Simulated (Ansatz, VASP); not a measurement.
**One calculation of Nb, two programs**

The input POSCAR:

```
Nb
1.0
   -1.6511317439      1.6511317439      1.6511317439
    1.6511317439     -1.6511317439      1.6511317439
    1.6511317439      1.6511317439     -1.6511317439
Nb
1
Direct
    0.0000000000      0.0000000000      0.0000000000
```

The input INCAR.step1:

```
PREC     = Accurate       # precision mode
ENCUT    = 520            # plane-wave cutoff, eV
ISMEAR   = -1             # smearing method
SIGMA    = 0.1            # smearing width, eV
LREAL    = False          # projectors in reciprocal space
LASPH    = True           # aspherical terms in the spheres
NELM     = 100            # most SCF steps
NBANDS   = 12             # bands
GGA      = PE             # functional
ALGO     = Normal         # electronic algorithm
EDIFF    = 1E-4           # SCF threshold, eV
LWAVE    = True           # write WAVECAR
LCHARG   = False          # write CHGCAR
```

File INCAR.step2:

```
PREC     = Accurate       # precision mode
ENCUT    = 520            # plane-wave cutoff, eV
EDIFF    = 1E-6           # SCF threshold, eV
ISMEAR   = -1             # smearing method
SIGMA    = 0.1            # smearing width, eV
LREAL    = False          # projectors in reciprocal space
LASPH    = True           # aspherical terms in the spheres
NELM     = 100            # most SCF steps
ALGO     = Normal         # electronic algorithm
ISIF     = 2              # what is computed and relaxed
LWAVE    = False          # write WAVECAR
LCHARG   = True           # write CHGCAR
METAGGA  = R2SCAN         # meta-GGA
LMIXTAU  = True         
LELF     = True           # ELF
LVHAR    = True         
NBANDS   = 12             # bands
ISTART   = 1
```

KPOINTS

```
Automatic mesh
0
Gamma
  3 3 3
```

Input for Ansatz:

```yaml
crystal:
  lattice:
    - [-1.6511317439, 1.6511317439, 1.6511317439]
    - [1.6511317439, -1.6511317439, 1.6511317439]
    - [1.6511317439, 1.6511317439, -1.6511317439]
  atoms:
    - { symbol: Nb, position: [0.0, 0.0, 0.0] }
hamiltonian:
  xc: r2scan
  pseudopotentials:
    kind: paw
    azcp:
      Nb: "pseudopotentials/Nb.paw.azcp"
basis:
  ecutwfc: 500
  fft_grid_basis: typed
kpoints:
  mp_grid: { grid: [3, 3, 3], shift: [0, 0, 0] }
magnetization:
  spin_polarized: false
scf:
  occupations: { method: fermi_dirac, width: 0.1 }
  lower_state_search: "off"
output:
  stress: true
  write_density: true
  write_potential: true
  elf: true
  volumetric_format: npy
```

Alike in both runs: task single point; functional r2SCAN; k mesh 3 × 3 × 3; occupations fermi-dirac, width 0.1 eV; no spin polarisation.

|  | VASP | Ansatz |
| --- | --- | --- |
| version | VASP 6.6.1 | Ansatz 0.2.0 |
| potentials or method | VASP PAW PBE potentials, release 64 (Nb_sv), cutoff 520 eV | plane waves (500 eV) with PAW, scalar-relativistic |
| valence electrons in the cell | 13 | 13 |

```tsv
	VASP	Ansatz	Ansatz less VASP
pressure (GPa)	-0.1	0.0	+0.15
```

VASP's potentials were made for PBE, not for r2SCAN.

The k mesh is coarse, so the values compare programs but aren't converged.
